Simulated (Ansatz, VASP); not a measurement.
## InSe2 in VASP and in Ansatz

```
CELL_PARAMETERS angstrom
3.89489 0.00000 0.00000
0.00000 3.89489 0.00000
0.00000 0.00000 9.62623
ATOMIC_POSITIONS crystal
In 0.00000 0.50000 0.70647
In 0.50000 0.00000 0.29353
Se 0.00000 0.50000 0.36621
Se 0.50000 0.00000 0.63379
Se 0.00000 0.00000 0.00000
Se 0.50000 0.50000 0.00000
```

Alike in both runs: task single point; functional PBE; k mesh 5 × 5 × 2; occupations gaussian, width 0.2 eV; no spin polarisation.

```csv
,VASP,Ansatz
version,VASP 6.6.1,Ansatz 0.2.0
potentials or method,"VASP PAW PBE potentials, release 64 (In_d, Se), cutoff 520 eV","scalar-relativistic, plane waves, PAW"
valence electrons in the cell,50,90
```

```csv
,VASP,Ansatz,Ansatz less VASP
gap on the k mesh at the Fermi level (eV),none,none,-
pressure (GPa),-0.3,-0.3,-0.02
"traceless stress, the component that is largest in VASP (GPa)",0.27,0.29,+0.019
rms of the force components (eV/Å),0.034,0.033,-0.0003
```

Atom by atom the forces differ by 0.000 eV/Å (rms over components). A gap of «none» marks a metal or a gap that the smearing closes. VASP's potentials hold 50 valence electrons a cell and Ansatz's 90, so a difference there can come from the potentials and not from the codes.
